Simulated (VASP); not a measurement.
# SnSe (Pnma) in VASP: notebook

The runs below take SnSe through single point, with PBE+D3(BJ).

Everything below comes from runs of VASP 6.6.1. Logs are shortened: lines on timing, memory, paths and dates and some standing lists are left out, and cuts for length are marked.

**The experiment to reproduce.**

“Linear dichroism of the optical properties of SnS and SnSe van der Waals crystals”, 2024, arxiv:2409.17412 reports, for a bulk crystal of SnSe at 20 K: band gap 0.99 eV (indirect).

The results are compared with them further down.

### 1 The cell of the first run

It takes space group Pnma (No. 62, orthorhombic). The conventional cell has a = 11.482 Å, b = 4.168 Å, c = 4.386 Å, α = 90.00°, β = 90.00°, γ = 90.00°. Within 3.6 Å of Sn (site symmetry m) lie 6 Se at 2.77 to 3.43 Å and 2 Sn at 3.51 Å. Se (site symmetry m) has 6 Sn at 2.77 to 3.43 Å within 3.6 Å.

### 2 Single point, PBE+D3(BJ)

INCAR

```
SYSTEM = SnSe
PREC = Accurate
ENCUT = 520
EDIFF = 1E-6
ISMEAR = 0
SIGMA = 0.02
LREAL = .False.
LASPH = .True.
NELM = 60
ALGO = Normal
ISIF = 2
LWAVE = .False.
LCHARG = .False.
GGA = PE
IVDW = 12
NBANDS = 50
```

KPOINTS

```
Automatic mesh
0
Gamma
  4 8 8
  0 0 0
```

POSCAR

```
SnSe
1.0
   11.4816168720      0.0000000000      0.0000000000
    0.0000000000      4.1675106229      0.0000000000
    0.0000000000      0.0000000000      4.3863231554
Sn Se
4 4
Direct
    0.1176252655      0.2500000000      0.0953416092
    0.3823747345      0.7500000000      0.5953416092
    0.6176252655      0.2500000000      0.4046583908
    0.8823747345      0.7500000000      0.9046583908
    0.3569825009      0.2500000000      0.0230334017
    0.1430174991      0.7500000000      0.5230334017
    0.8569825009      0.2500000000      0.4769665983
    0.6430174991      0.7500000000      0.9769665983
```

Potentials or basis: VASP PAW PBE potentials, release 64 (Sn_d, Se).

Run with:

```console
> cat potpaw_PBE.64/Sn_d/POTCAR potpaw_PBE.64/Se/POTCAR > POTCAR
> mpirun -np 1 vasp_std > vasp.out
```

OUTCAR:

```text
SYSTEM = SnSe
   PREC = Accurate
   ENCUT = 520
   EDIFF = 1E-6
   ISMEAR = 0
   LREAL = .False.
   LASPH = .True.
   NELM = 60
   ISIF = 2
   GGA = PE
   IVDW = 12
 IVDW          = 12

 ion  position               nearest neighbor table
   1  0.118  0.250  0.095-   5 2.77   6 2.82   6 2.82   6 3.28   6 3.28   4 3.51   4 3.51
   2  0.382  0.750  0.595-   6 2.77   5 2.82   5 2.82   5 3.28   5 3.28   3 3.51   3 3.51
   3  0.618  0.250  0.405-   7 2.77   8 2.82   8 2.82   8 3.28   8 3.28   2 3.51   2 3.51
   4  0.882  0.750  0.905-   8 2.77   7 2.82   7 2.82   7 3.28   7 3.28   1 3.51   1 3.51
   5  0.357  0.250  0.023-   1 2.77   2 2.82   2 2.82   2 3.28   2 3.28
   6  0.143  0.750  0.523-   2 2.77   1 2.82   1 2.82   1 3.28   1 3.28
   7  0.857  0.250  0.477-   3 2.77   4 2.82   4 2.82   4 3.28   4 3.28
   8  0.643  0.750  0.977-   4 2.77   3 2.82   3 2.82   3 3.28   3 3.28

  LATTYP: Found a simple orthorhombic cell.
 ALAT       =     4.1675106229
 B/A-ratio  =     1.0525043731
 C/A-ratio  =     2.7550300193

  Lattice vectors:

 A1 = (   0.0000000000,   4.1675106229,   0.0000000000)
 A2 = (   0.0000000000,   0.0000000000,   4.3863231554)
 A3 = (  11.4816168720,   0.0000000000,   0.0000000000)

Analysis of symmetry for initial positions (statically):
=====================================================================
 Subroutine PRICEL returns:
 Original cell was already a primitive cell.

 Routine SETGRP: Setting up the symmetry group for a
 simple orthorhombic supercell.

 Subroutine GETGRP returns: Found  8 space group operations
 (whereof  2 operations were pure point group operations)
 out of a pool of  8 trial point group operations.

The static configuration has the point symmetry S_2 .
 The point group associated with its full space group is D_2h.

Analysis of symmetry for dynamics (positions and initial velocities):
=====================================================================
 Subroutine PRICEL returns:
 Original cell was already a primitive cell.

 Routine SETGRP: Setting up the symmetry group for a
 simple orthorhombic supercell.

 Subroutine GETGRP returns: Found  8 space group operations
 (whereof  2 operations were pure point group operations)
 out of a pool of  8 trial point group operations.

The dynamic configuration has the point symmetry S_2 .
 The point group associated with its full space group is D_2h.

 Subroutine INISYM returns: Found  8 space group operations
 (whereof  2 operations are pure point group operations),
 and found     1 'primitive' translations

----------------------------------------------------------------------------------------

                                     Primitive cell

  volume of cell :     209.8845

  direct lattice vectors                    reciprocal lattice vectors
    11.481616872  0.000000000  0.000000000     0.087095747  0.000000000  0.000000000
     0.000000000  4.167510623  0.000000000     0.000000000  0.239951398  0.000000000
     0.000000000  0.000000000  4.386323155     0.000000000  0.000000000  0.227981379

  length of vectors
    11.481616872  4.167510623  4.386323155     0.087095747  0.239951398  0.227981379

  position of ions in fractional coordinates (direct lattice)
     0.117625266  0.250000000  0.095341609
     0.382374734  0.750000000  0.595341609
     0.617625266  0.250000000  0.404658391
     0.882374734  0.750000000  0.904658391
     0.356982501  0.250000000  0.023033402
     0.143017499  0.750000000  0.523033402
     0.856982501  0.250000000  0.476966598
     0.643017499  0.750000000  0.976966598

  ion indices of the primitive-cell ions
   primitive index   ion index
                 1           1
                 2           2
                 3           3
                 4           4
                 5           5
                 6           6
                 7           7
                 8           8

----------------------------------------------------------------------------------------

 KPOINTS: Automatic mesh

Automatic generation of k-mesh.
 Grid dimensions read from file:
 generate k-points for:    4    8    8

 Generating k-lattice:

  Cartesian coordinates                     Fractional coordinates (reciprocal lattice)
     0.021773937  0.000000000  0.000000000     0.250000000  0.000000000  0.000000000
     0.000000000  0.029993925  0.000000000     0.000000000  0.125000000  0.000000000
     0.000000000  0.000000000  0.028497672     0.000000000  0.000000000  0.125000000

  Length of vectors
     0.021773937  0.029993925  0.028497672

  Shift w.r.t. Gamma in fractional coordinates (k-lattice)
     0.000000000  0.000000000  0.000000000

 Subroutine IBZKPT returns following result:
 ===========================================

 Found     75 irreducible k-points:

 Following reciprocal coordinates:
            Coordinates               Weight
  0.000000  0.000000  0.000000      1.000000
  0.250000  0.000000  0.000000      2.000000
  0.500000  0.000000  0.000000      1.000000
  0.000000  0.125000  0.000000      2.000000
  0.250000  0.125000  0.000000      4.000000
  0.500000  0.125000  0.000000      2.000000
[... 16 lines left out ...]
  0.250000  0.250000  0.125000      8.000000
  0.500000  0.250000  0.125000      4.000000
 [... further k-points ...]
   k-points           NKPTS =     75   k-points in BZ     NKDIM =     75   number of bands    NBANDS=     50
   number of dos      NEDOS =    301   number of ions     NIONS =      8
   total plane-waves  NPLWV = 103680
   dimension x,y,z NGX =    90 NGY =   32 NGZ =   36
   dimension x,y,z NGXF=   180 NGYF=   64 NGZF=   72
   ions per type =               4   4
   NGX,Y,Z   is equivalent  to a cutoff of  13.03, 12.77, 13.64 a.u.
   NGXF,Y,Z  is equivalent  to a cutoff of  26.06, 25.53, 27.29 a.u.
 SYSTEM =  SnSe
   PREC   = accura    normal or accurate (medium, high low for compatibility)
   ISTART =      0    job   : 0-new  1-cont  2-samecut
   ICHARG =      2    charge: 1-file 2-atom 10-const
   ISPIN  =      1    spin polarized calculation?
   LNONCOLLINEAR =      F non collinear calculations
   LSORBIT =      F    spin-orbit coupling
   LASPH  =      T    aspherical Exc in radial PAW
   ENCUT  =  520.0 eV  38.22 Ry    6.18 a.u.  21.35  7.75  8.16*2*pi/ulx,y,z
   NELM   =     60;   NELMIN=  2; NELMDL= -5     # of ELM steps
   EDIFF  = 0.1E-05   stopping-criterion for ELM
   LREAL  =      F    real-space projection
   EDIFFG = 0.1E-04   stopping-criterion for IOM
   NSW    =      0    number of steps for IOM
   IBRION =     -1    ionic relax: 0-MD 1-quasi-New 2-CG
   NFREE  =      0    steps in history (QN), initial steepest desc. (CG)
   ISIF   =      2    stress and relaxation
   ISYM   =      2    0-nonsym 1-usesym 2-fastsym
   POTIM  = 0.5000    time-step for ionic-motion
   TEBEG  =    0.0;   TEEND  =   0.0 temperature during run
   PSTRESS=    0.0 pullay stress
   NELECT =      80.0000    total number of electrons
   NUPDOWN=      -1.0000    fix difference up-down
   EMIN   =  10.00;   EMAX   =-10.00  energy-range for DOS
   EFERMI =   0.00;   METHOD = LEGACY
   ISMEAR =     0;   SIGMA  =   0.02  broadening in eV -4-tet -1-fermi 0-gaus
   EFERMI_NEDOS =   21; number of points for ismear=-14 and -15
   IALGO  =     38    algorithm
   IMIX   =      4    mixing-type and parameters
     AMIX     =   0.40;   BMIX     =  1.00
     AMIX_MAG =   1.60;   BMIX_MAG =  1.00
  volume/ion in A,a.u.               =      26.24       177.05
  Fermi-wavevector in a.u.,A,eV,Ry     =   1.186984  2.243074 19.169655  1.408930
  Thomas-Fermi vector in A             =   2.323145
   LORBIT       =      0    0 simple, 1 ext, 2 COOP (PROOUT), +10 PAW based schemes
   GGA     = PE    functional components
   LHFCALC =     F    Hartree Fock is set to
   AEXX    =    0.0000 exact exchange contribution
   IVDW    =    12    specifies the selected vdW correction
   LEPSILON=     F    determine dielectric tensor
   LRPA    =     F    only Hartree local field effects (RPA)
 non-spin polarized calculation
 Gauss-broadening in eV      SIGMA  =   0.02
  energy-cutoff  :      520.00
  volume of cell :      209.88
 maximum number of plane-waves:      5684
 NGX is ok and might be reduce to    90
   NGX = 43   NGY = 15   NGZ = 17

 number of electron      79.9999978 magnetization

 Free energy of the ion-electron system (eV)
  ---------------------------------------------------
  ext. energy  EPLUGINS =         0.00000000
  ---------------------------------------------------
  free energy    TOTEN  =       -32.78218096 eV

  energy without entropy =      -32.78218096  energy(sigma->0) =      -32.78218096

 E-fermi :   5.7344     XC(G=0):  -9.7951

 val. band max:        5.6521998979   @ k =   0.0000   0.0000   0.3750
 cond. band min:       6.2092257574   @ k =   0.0000   0.0000   0.0000
 fundamental gap:      0.5570258595
 Fermi energy:         5.7344267761

 k-point     1 :       0.0000    0.0000    0.0000
  band No.  band energies     occupation
      1     -15.7334      2.00000
      2     -15.7216      2.00000
      3     -15.7191      2.00000
      4     -15.7166      2.00000
      5     -15.7147      2.00000
      6     -15.7113      2.00000
[... 42 lines left out ...]
     49      10.2767      0.00000
     50      10.4241      0.00000

 k-point     2 :       0.2500    0.0000    0.0000
  band No.  band energies     occupation
      1     -15.7318      2.00000
      2     -15.7228      2.00000
      3     -15.7200      2.00000
      4     -15.7173      2.00000
      5     -15.7144      2.00000
      6     -15.7121      2.00000
[... 42 lines left out ...]
     49      10.4567      0.00000
     50      10.5812      0.00000

 k-point     3 :       0.5000    0.0000    0.0000
  band No.  band energies     occupation
      1     -15.7277      2.00000
      2     -15.7277      2.00000
      3     -15.7189      2.00000
      4     -15.7189      2.00000
      5     -15.7135      2.00000
      6     -15.7135      2.00000
[... 42 lines left out ...]
     49      10.6118      0.00000
     50      10.6263      0.00000

 k-point     4 :       0.0000    0.1250    0.0000
  band No.  band energies     occupation
      1     -15.7295      2.00000
      2     -15.7199      2.00000
      3     -15.7160      2.00000
      4     -15.7160      2.00000
      5     -15.7151      2.00000
      6     -15.7143      2.00000
[... 999 lines left out ...]
 k-point    23 :       0.2500    0.2500    0.1250
  band No.  band energies     occupation
      1     -15.7234      2.00000
      2     -15.7210      2.00000
      3     -15.7181      2.00000
      4     -15.7156      2.00000
      5     -15.7141      2.00000
      6     -15.7115      2.00000
[... 42 lines left out ...]
     49       9.8760      0.00000
     50      10.3529      0.00000

 k-point    24 :       0.5000    0.2500    0.1250
  band No.  band energies     occupation
      1     -15.7225      2.00000
      2     -15.7225      2.00000
      3     -15.7165      2.00000
      4     -15.7165      2.00000
      5     -15.7128      2.00000
      6     -15.7128      2.00000
[... 42 lines left out ...]
     49       9.8133      0.00000
     50       9.8133      0.00000

 [... further k-points ...]

------------------------ aborting loop because EDIFF is reached ----------------------------------------

 Edisp (eV)   -2.94907

 E8    (eV) :    -1.3304

  FORCE on cell =-STRESS in cart. coord.  units (eV):
  Direction    XX          YY          ZZ          XY          YZ          ZX
  --------------------------------------------------------------------------------------
  -------------------------------------------------------------------------------------
  Total       0.07439     0.02065    -0.00627     0.00000    -0.00000     0.00000
  in kB       0.56789     0.15766    -0.04790     0.00000    -0.00000     0.00000
  external pressure =        0.23 kB  Pullay stress =        0.00 kB

 VOLUME and BASIS-vectors are now :
 -----------------------------------------------------------------------------
  energy-cutoff  :      520.00
  volume of cell :      209.88
      direct lattice vectors                 reciprocal lattice vectors
    11.481616872  0.000000000  0.000000000     0.087095747  0.000000000  0.000000000
     0.000000000  4.167510623  0.000000000     0.000000000  0.239951398  0.000000000
     0.000000000  0.000000000  4.386323155     0.000000000  0.000000000  0.227981379

 POSITION                                       TOTAL-FORCE (eV/Angst)
 -----------------------------------------------------------------------------------
      1.35053      1.04188      0.41820        -0.009167     -0.000000     -0.005904
      4.39028      3.12563      2.61136         0.009167     -0.000000     -0.005904
      7.09134      1.04188      1.77496        -0.009167     -0.000000      0.005904
     10.13109      3.12563      3.96812         0.009167      0.000000      0.005904
      4.09874      1.04188      0.10103         0.009690      0.000000      0.004593
      1.64207      3.12563      2.29419        -0.009690      0.000000      0.004593
      9.83954      1.04188      2.09213         0.009690      0.000000     -0.004593
      7.38288      3.12563      4.28529        -0.009690      0.000000     -0.004593
 -----------------------------------------------------------------------------------
    total drift:                               -0.000000      0.000000      0.000000

  FREE ENERGIE OF THE ION-ELECTRON SYSTEM (eV)
  ---------------------------------------------------
  free  energy   TOTEN  =       -35.7312507559 eV

  energy  without entropy=      -35.7312507559  energy(sigma->0) =      -35.73125076
```

Wall time 7.3 min (1 thread of Intel Xeon 6975P-C (Granite Rapids), shared host); peak memory 0.72 GiB.

Results:

```yaml
Free_energy: -35.7313 eV
Pressure: 0.0 GPa
Largest_force: 0.011 eV/Å
Band_gap_on_the_k_mesh: 0.56 eV (least direct gap 0.83 eV)
Dispersion_energy_per_atom: -0.369 eV
```

Forces in eV/Å, atoms in the order of the input:
```
Sn  -0.009  0.000 -0.006
Sn   0.009  0.000 -0.006
Sn  -0.009  0.000  0.006
Sn   0.009  0.000  0.006
Se   0.010  0.000  0.005
Se  -0.010  0.000  0.005
Se   0.010  0.000 -0.005
Se  -0.010  0.000 -0.005
```

Levels at points of the mesh, in eV from the valence-band top:
```tsv
k point	band 38	band 39	band 40	band 41	band 42	band 43
(0.00, 0.00, 0.00)	-1.29	-0.72	-0.58	0.56	2.95	3.13
(0.50, 0.00, 0.00)	-1.91	-0.59	-0.59	2.56	2.56	2.77
(0.00, 0.50, 0.00)	-1.00	-0.67	-0.67	0.94	0.94	1.38
(0.50, 0.50, 0.00)	-0.94	-0.94	-0.94	1.41	1.41	1.41
(0.00, 0.00, 0.50)	-0.78	-0.25	-0.25	1.22	1.22	1.46
(0.50, 0.00, 0.50)	-0.45	-0.22	-0.22	1.15	1.15	1.51
(0.00, 0.50, 0.50)	-2.36	-1.51	-1.51	2.60	2.60	3.02
(0.50, 0.50, 0.50)	-1.60	-1.60	-1.60	2.40	2.40	2.40
```

Caveat: semilocal functionals underestimate gaps, and a narrow one can read as zero; spin-orbit coupling is left out, which moves the levels of the heavy elements.

(Continued in part 2 of 2.)
